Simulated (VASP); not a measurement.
# Bi2O (antifluorite type) (Fm-3m) in VASP: single point with PBE

Aim: the single point of Bi2O (antifluorite type) with PBE.

Program: VASP 6.6.1. These are calculated values, not measurements. Logs are shortened: lines on timing, memory, paths and dates and some standing lists are left out, and cuts for length are marked.

## (1) The cell of the first run

Symmetry: Fm-3m, No. 225, cubic system. The conventional cell has a = 6.519 Å, b = 6.519 Å, c = 6.519 Å, α = 90.00°, β = 90.00°, γ = 90.00°. Bi (site symmetry -43m) has 4 O at 2.82 Å and 6 Bi at 3.26 Å within 3.7 Å. Within 3.7 Å of O (site symmetry m-3m) lie 8 Bi at 2.82 Å.

## (2) Single point, PBE

INCAR

```
ALGO = Normal
EDIFF = 1E-7
ENCUT = 520
GGA = PE
ISIF = 2
ISMEAR = -1
LASPH = T
LCHARG = F
LREAL = F
LWAVE = F
NBANDS = 25
NELM = 80
PREC = Accurate
SIGMA = 0.06122561905347299
```

KPOINTS

```
k-points
0
Gamma
  29 29 29
```

POSCAR

```
Bi2O
1.0
    0.0000000000      3.2595964395      3.2595964395
    3.2595964395      0.0000000000      3.2595964395
    3.2595964395      3.2595964395      0.0000000000
Bi O
2 1
Direct
    0.2500000000      0.2500000000      0.2500000000
    0.7500000000      0.7500000000      0.7500000000
    0.0000000000      0.0000000000      0.0000000000
```

Potentials or basis: VASP PAW PBE potentials, release 64 (Bi_d, O).

On the command line:

```console
$ cat potpaw_PBE.64/Bi_d/POTCAR potpaw_PBE.64/O/POTCAR > POTCAR
$ mpirun -np 1 vasp_std > vasp.out
```

OUTCAR:

```text
EDIFF = 1E-7
   ENCUT = 520
   GGA = PE
   ISIF = 2
   ISMEAR = -1
   LASPH = T
   LREAL = F
   NELM = 80
   PREC = Accurate

 ion  position               nearest neighbor table
   1  0.250  0.250  0.250-   3 2.82   3 2.82   3 2.82   3 2.82   2 3.26   2 3.26   2 3.26   2 3.26
                             2 3.26   2 3.26
   2  0.750  0.750  0.750-   3 2.82   3 2.82   3 2.82   3 2.82   1 3.26   1 3.26   1 3.26   1 3.26
                             1 3.26   1 3.26
   3  0.000  0.000  0.000-   2 2.82   2 2.82   2 2.82   1 2.82   1 2.82   1 2.82   2 2.82   1 2.82

  LATTYP: Found a face centered cubic cell.
 ALAT       =     6.5191928790

  Lattice vectors:

 A1 = (   0.0000000000,   3.2595964395,   3.2595964395)
 A2 = (   3.2595964395,   0.0000000000,   3.2595964395)
 A3 = (   3.2595964395,   3.2595964395,   0.0000000000)

Analysis of symmetry for initial positions (statically):
=====================================================================
 Subroutine PRICEL returns:
 Original cell was already a primitive cell.

 Routine SETGRP: Setting up the symmetry group for a
 face centered cubic supercell.

 Subroutine GETGRP returns: Found 48 space group operations
 (whereof 48 operations were pure point group operations)
 out of a pool of 48 trial point group operations.

The static configuration has the point symmetry O_h .

Analysis of symmetry for dynamics (positions and initial velocities):
=====================================================================
 Subroutine PRICEL returns:
 Original cell was already a primitive cell.

 Routine SETGRP: Setting up the symmetry group for a
 face centered cubic supercell.

 Subroutine GETGRP returns: Found 48 space group operations
 (whereof 48 operations were pure point group operations)
 out of a pool of 48 trial point group operations.

The dynamic configuration has the point symmetry O_h .

 Subroutine INISYM returns: Found 48 space group operations
 (whereof 48 operations are pure point group operations),
 and found     1 'primitive' translations

----------------------------------------------------------------------------------------

                                     Primitive cell

  volume of cell :      69.2662

  direct lattice vectors                    reciprocal lattice vectors
     0.000000000  3.259596440  3.259596440    -0.153393222  0.153393222  0.153393222
     3.259596440  0.000000000  3.259596440     0.153393222 -0.153393222  0.153393222
     3.259596440  3.259596440  0.000000000     0.153393222  0.153393222 -0.153393222

  length of vectors
     4.609765493  4.609765493  4.609765493     0.265684854  0.265684854  0.265684854

  position of ions in fractional coordinates (direct lattice)
     0.250000000  0.250000000  0.250000000
     0.750000000  0.750000000  0.750000000
     0.000000000  0.000000000  0.000000000

  ion indices of the primitive-cell ions
   primitive index   ion index
                 1           1
                 2           2
                 3           3

----------------------------------------------------------------------------------------

 KPOINTS: k-points

Automatic generation of k-mesh.
 Grid dimensions read from file:
 generate k-points for:   29   29   29

 Generating k-lattice:

  Cartesian coordinates                     Fractional coordinates (reciprocal lattice)
    -0.005289421  0.005289421  0.005289421     0.034482759  0.000000000  0.000000000
     0.005289421 -0.005289421  0.005289421     0.000000000  0.034482759  0.000000000
     0.005289421  0.005289421 -0.005289421     0.000000000  0.000000000  0.034482759

  Length of vectors
     0.009161547  0.009161547  0.009161547

  Shift w.r.t. Gamma in fractional coordinates (k-lattice)
     0.000000000  0.000000000  0.000000000

 Subroutine IBZKPT returns following result:
 ===========================================

 Found    680 irreducible k-points:

 Following reciprocal coordinates:
            Coordinates               Weight
  0.000000  0.000000  0.000000      1.000000
  0.034483  0.000000  0.000000      8.000000
  0.068966  0.000000  0.000000      8.000000
  0.103448  0.000000  0.000000      8.000000
  0.137931  0.000000  0.000000      8.000000
  0.172414  0.000000  0.000000      8.000000
[... 16 lines left out ...]
  0.275862  0.034483  0.000000     24.000000
  0.310345  0.034483  0.000000     24.000000
 [... further k-points ...]
   k-points           NKPTS =    680   k-points in BZ     NKDIM =    680   number of bands    NBANDS=     25
   number of dos      NEDOS =    301   number of ions     NIONS =      3
   total plane-waves  NPLWV =  46656
   dimension x,y,z NGX =    36 NGY =   36 NGZ =   36
   dimension x,y,z NGXF=    72 NGYF=   72 NGZF=   72
   ions per type =               2   1
   NGX,Y,Z   is equivalent  to a cutoff of  12.98, 12.98, 12.98 a.u.
   NGXF,Y,Z  is equivalent  to a cutoff of  25.97, 25.97, 25.97 a.u.
 SYSTEM =  unknown system
   PREC   = accura    normal or accurate (medium, high low for compatibility)
   ISTART =      0    job   : 0-new  1-cont  2-samecut
   ICHARG =      2    charge: 1-file 2-atom 10-const
   ISPIN  =      1    spin polarized calculation?
   LNONCOLLINEAR =      F non collinear calculations
   LSORBIT =      F    spin-orbit coupling
   LASPH  =      T    aspherical Exc in radial PAW
   ENCUT  =  520.0 eV  38.22 Ry    6.18 a.u.   8.57  8.57  8.57*2*pi/ulx,y,z
   NELM   =     80;   NELMIN=  2; NELMDL= -5     # of ELM steps
   EDIFF  = 0.1E-06   stopping-criterion for ELM
   LREAL  =      F    real-space projection
   EDIFFG = 0.1E-05   stopping-criterion for IOM
   NSW    =      0    number of steps for IOM
   IBRION =     -1    ionic relax: 0-MD 1-quasi-New 2-CG
   NFREE  =      0    steps in history (QN), initial steepest desc. (CG)
   ISIF   =      2    stress and relaxation
   ISYM   =      2    0-nonsym 1-usesym 2-fastsym
   POTIM  = 0.5000    time-step for ionic-motion
   TEBEG  =    0.0;   TEEND  =   0.0 temperature during run
   PSTRESS=    0.0 pullay stress
   NELECT =      36.0000    total number of electrons
   NUPDOWN=      -1.0000    fix difference up-down
   EMIN   =  10.00;   EMAX   =-10.00  energy-range for DOS
   EFERMI =   0.00;   METHOD = LEGACY
   ISMEAR =    -1;   SIGMA  =   0.06  broadening in eV -4-tet -1-fermi 0-gaus
   EFERMI_NEDOS =   21; number of points for ismear=-14 and -15
   IALGO  =     38    algorithm
   IMIX   =      4    mixing-type and parameters
     AMIX     =   0.40;   BMIX     =  1.00
     AMIX_MAG =   1.60;   BMIX_MAG =  1.00
  volume/ion in A,a.u.               =      23.09       155.81
  Fermi-wavevector in a.u.,A,eV,Ry     =   1.316240  2.487333 23.571935  1.732488
  Thomas-Fermi vector in A             =   2.446366
   LORBIT       =      0    0 simple, 1 ext, 2 COOP (PROOUT), +10 PAW based schemes
   GGA     = PE    functional components
   LHFCALC =     F    Hartree Fock is set to
   AEXX    =    0.0000 exact exchange contribution
   IVDW    =     0    specifies the selected vdW correction
   LEPSILON=     F    determine dielectric tensor
   LRPA    =     F    only Hartree local field effects (RPA)
 non-spin polarized calculation
  energy-cutoff  :      520.00
  volume of cell :       69.27
 maximum number of plane-waves:      1883
   NGX = 17   NGY = 17   NGZ = 17

 number of electron      35.9999985 magnetization

 Free energy of the ion-electron system (eV)
  ---------------------------------------------------
  ext. energy  EPLUGINS =         0.00000000
  ---------------------------------------------------
  free energy    TOTEN  =       -12.32907300 eV

  energy without entropy =      -12.30130182  energy(sigma->0) =      -12.31518741

 E-fermi :   7.2229     XC(G=0): -10.4225

 val. band max:        7.2222614362   @ k =   0.4138   0.2414   0.0345
 cond. band min:       7.2233457422   @ k =   0.4828   0.3103   0.0000
 fundamental gap:      0.0010843060
 Fermi energy:         7.2228564192

 k-point     1 :       0.0000    0.0000    0.0000
  band No.  band energies     occupation
      1     -15.9934      2.00000
      2     -15.9934      2.00000
      3     -15.8379      2.00000
      4     -15.8379      2.00000
      5     -15.8379      2.00000
      6     -15.6650      2.00000
[... 17 lines left out ...]
     24      14.7938      0.00000
     25      14.7938      0.00000

 k-point     2 :       0.0345    0.0000    0.0000
  band No.  band energies     occupation
      1     -15.9922      2.00000
      2     -15.9922      2.00000
      3     -15.8375      2.00000
      4     -15.8373      2.00000
      5     -15.8373      2.00000
      6     -15.6655      2.00000
[... 17 lines left out ...]
     24      14.8465      0.00000
     25      14.8465      0.00000

 k-point     3 :       0.0690    0.0000    0.0000
  band No.  band energies     occupation
      1     -15.9887      2.00000
      2     -15.9887      2.00000
      3     -15.8364      2.00000
      4     -15.8357      2.00000
      5     -15.8357      2.00000
      6     -15.6670      2.00000
[... 17 lines left out ...]
     24      14.9942      0.00000
     25      14.9942      0.00000

 k-point     4 :       0.1034    0.0000    0.0000
  band No.  band energies     occupation
      1     -15.9828      2.00000
      2     -15.9828      2.00000
      3     -15.8346      2.00000
      4     -15.8329      2.00000
      5     -15.8329      2.00000
      6     -15.6694      2.00000
[... 17 lines left out ...]
     24      15.2062      0.00000
     25      15.2062      0.00000
[... 477 lines left out ...]
 k-point    22 :       0.2414    0.0345    0.0000
  band No.  band energies     occupation
      1     -15.9507      2.00000
      2     -15.9320      2.00000
      3     -15.8239      2.00000
      4     -15.8135      2.00000
      5     -15.8112      2.00000
      6     -15.6886      2.00000
[... 17 lines left out ...]
     24      15.8188      0.00000
     25      15.8677      0.00000

 k-point    23 :       0.2759    0.0345    0.0000
  band No.  band energies     occupation
      1     -15.9361      2.00000
      2     -15.9153      2.00000
      3     -15.8184      2.00000
      4     -15.8067      2.00000
      5     -15.8039      2.00000
      6     -15.6955      2.00000
[... 17 lines left out ...]
     24      15.8953      0.00000
     25      15.9743      0.00000

 k-point    24 :       0.3103    0.0345    0.0000
  band No.  band energies     occupation
      1     -15.9197      2.00000
      2     -15.8970      2.00000
      3     -15.8120      2.00000
      4     -15.7992      2.00000
      5     -15.7960      2.00000
      6     -15.7032      2.00000
[... 17 lines left out ...]
     24      15.9757      0.00000
     25      16.0647      0.00000

 [... further k-points ...]
[... 5 lines left out ...]
  --------------------------------------------------------------------------------------
  -------------------------------------------------------------------------------------
  Total       -0.0688462     -0.0688462     -0.0688462      0.0000000      0.0000000      0.0000000
  in kB       -1.5924623     -1.5924623     -1.5924623      0.0000000      0.0000000      0.0000000
  external PRESSURE =      -1.5924623 kB  Pullay stress =       0.0000000 kB

 VOLUME and BASIS-vectors are now :
 -----------------------------------------------------------------------------
  energy-cutoff  :      520.00
  volume of cell :       69.27
      direct lattice vectors                 reciprocal lattice vectors
     0.000000000  3.259596440  3.259596440    -0.153393222  0.153393222  0.153393222
     3.259596440  0.000000000  3.259596440     0.153393222 -0.153393222  0.153393222
     3.259596440  3.259596440  0.000000000     0.153393222  0.153393222 -0.153393222

 POSITION                                       TOTAL-FORCE (eV/Angst)
 -----------------------------------------------------------------------------------
      1.62980      1.62980      1.62980        -0.000000     -0.000000      0.000000
      4.88939      4.88939      4.88939         0.000000      0.000000     -0.000000
      0.00000      0.00000      0.00000         0.000000     -0.000000      0.000000
 -----------------------------------------------------------------------------------
    total drift:                                0.000000      0.000000      0.000000

  FREE ENERGIE OF THE ION-ELECTRON SYSTEM (eV)
  ---------------------------------------------------
  free  energy   TOTEN  =       -12.3290730015 eV

  energy  without entropy=      -12.3013018166  energy(sigma->0) =      -12.31518741
```

Run time: 11 min. Hardware: 1 thread of Intel Xeon 6975P-C (Granite Rapids), shared host; peak memory 0.97 GiB.

Results:

- Free energy: -12.3291 eV
- Pressure: -0.2 GPa
- Band gap on the k mesh: zero (band 18 reaches 7.62 eV, above the bottom of band 19 at 5.73 eV)

Levels at points of the mesh, in eV from the Fermi level:
```
           k point  band 14  band 15  band 16  band 17  band 18  band 19  band 20  band 21  band 22  band 23
(0.00, 0.00, 0.00)    -2.94    -2.94    -2.94    -1.49    -1.49    -1.49     3.53     3.53     3.53     6.15
```

Caveat: spin-orbit coupling is left out, which moves the levels of the heavy elements.
